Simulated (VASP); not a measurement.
# TaRu: single point with LDA

Crystal: TaRu.

```
CELL_PARAMETERS angstrom
3.09318 0.00000 0.00000
0.00000 3.09318 0.00000
0.00000 0.00000 3.43360
ATOMIC_POSITIONS crystal
Ta 0.50000 0.50000 0.50000
Ru 0.00000 0.00000 0.00000
```

This cell differs from its parent crystal: volume scaled by 1.04.

| Item | Value |
| --- | --- |
| Program | VASP 6.6.1 |
| Task | single point |
| Functional | LDA |
| Potentials or basis | VASP PAW LDA potentials, release 64 (Ta_pv, Ru_pv) |
| Cutoff | 520 eV |
| k mesh | 11 × 11 × 10 |
| Occupations | fermi-dirac, width 0.05 eV |
| Spin | no spin polarisation |

| Property | Result |
| --- | --- |
| Pressure | -18.4 GPa |

Stress tensor (GPa, compression positive):
```
-18.94   0.00   0.00
  0.00 -18.94   0.00
  0.00   0.00 -17.37
```

Levels at points of the mesh, in eV from the Fermi level:
```
           k point  band 8  band 9  band 10  band 11  band 12  band 13  band 14  band 15  band 16  band 17
(0.00, 0.00, 0.00)   -5.53   -5.33    -2.23    -2.23    -1.42     0.42     1.68     4.07     4.19     4.19
(0.00, 0.00, 0.50)   -4.65   -3.66    -2.36    -1.71    -1.71    -0.77     0.03     0.76     0.76     2.86
```

Wall time 71 s on 1 thread of AMD EPYC 7R43 64-Core Processor (Zen 3) (shared host), peak memory 0.16 GiB.

Caveat: spin-orbit coupling is left out, which moves the levels of the heavy elements.
